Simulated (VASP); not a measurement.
**Re: single point with PBE**

The system is Re.

```
CELL_PARAMETERS angstrom
0.00000 2.00464 1.71777
2.00464 0.00000 1.71777
2.00464 2.00464 0.00000
ATOMIC_POSITIONS crystal
Re 0.00000 0.00000 0.00000
```

This cell differs from its parent crystal: volume 13.806 Å^3 an atom, c/a of the conventional cell 0.8569.

| Quantity | Value |
| --- | --- |
| Program | VASP 6.6.1 |
| Task | single point |
| Functional | PBE |
| Potentials or basis | VASP PAW PBE potentials, release 64 (Re) |
| Cutoff | 520 eV |
| k mesh | 10 × 10 × 10 |
| Occupations | gaussian, width 0.15 eV |
| Spin | no spin polarisation |

```json
{"Pressure": "38.2 GPa"}
```

Stress tensor (GPa, compression positive):
```
28.22  0.00  0.00
 0.00 28.22  0.00
 0.00  0.00 58.24
```

Levels at points of the mesh, in eV from the Fermi level:
```tsv
k point	band 1	band 2	band 3	band 4	band 5	band 6	band 7	band 8
(0.00, 0.00, 0.00)	-10.80	-2.81	-2.81	-0.65	-0.48	2.21	14.21	17.91
(0.50, 0.00, 0.00)	-7.59	-3.78	-1.02	0.21	3.10	4.85	11.00	13.04
(0.50, 0.50, 0.00)	-7.57	-6.98	4.01	4.79	4.79	5.39	10.91	10.91
(0.50, 0.00, 0.50)	-7.65	-6.33	1.82	3.36	3.60	5.65	12.31	12.90
```

Wall time 34 s on 1 thread of AMD EPYC 7R13 (shared host), peak memory 0.11 GiB.

Caveat: spin-orbit coupling is left out, which moves the levels of the heavy elements.
